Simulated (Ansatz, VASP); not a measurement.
**Two plane-wave programs on Y2ScAu**

```
Y Sc Au
1.0
     3.68715    0.00000    0.00000
    -1.84358    3.19317    0.00000
     0.00000    0.00000    6.69529
Y Sc Au
2 1 1
Direct
  0.33333 0.66667 0.23500
  0.66667 0.33333 0.76500
  0.00000 0.00000 0.50000
  0.00000 0.00000 0.00000
```

Alike in both runs: task single point; functional PBE; k mesh 6 × 6 × 4; occupations gaussian, width 0.1 eV; no spin polarisation.

|  | VASP | Ansatz |
| --- | --- | --- |
| version | VASP 6.6.1 | Ansatz 0.2.0 |
| potentials or method | VASP PAW PBE potentials, release 64 (Y_sv, Sc_sv, Au), cutoff 520 eV | scalar-relativistic, plane waves, PAW |
| valence electrons in the cell | 44 | 52 |

|  | VASP | Ansatz | Ansatz less VASP |
| --- | --- | --- | --- |
| gap on the k mesh at the Fermi level (eV) | none | none | - |
| rms of the force components (eV/Å) | 0.280 | 0.298 | +0.0180 |

Atom by atom the forces differ by 0.018 eV/Å (rms over components). A gap of «none» marks a metal or a gap that the smearing closes. VASP's potentials hold 44 valence electrons a cell and Ansatz's 52, so a difference there can come from the potentials and not from the codes.

Neither program's run includes spin-orbit coupling.
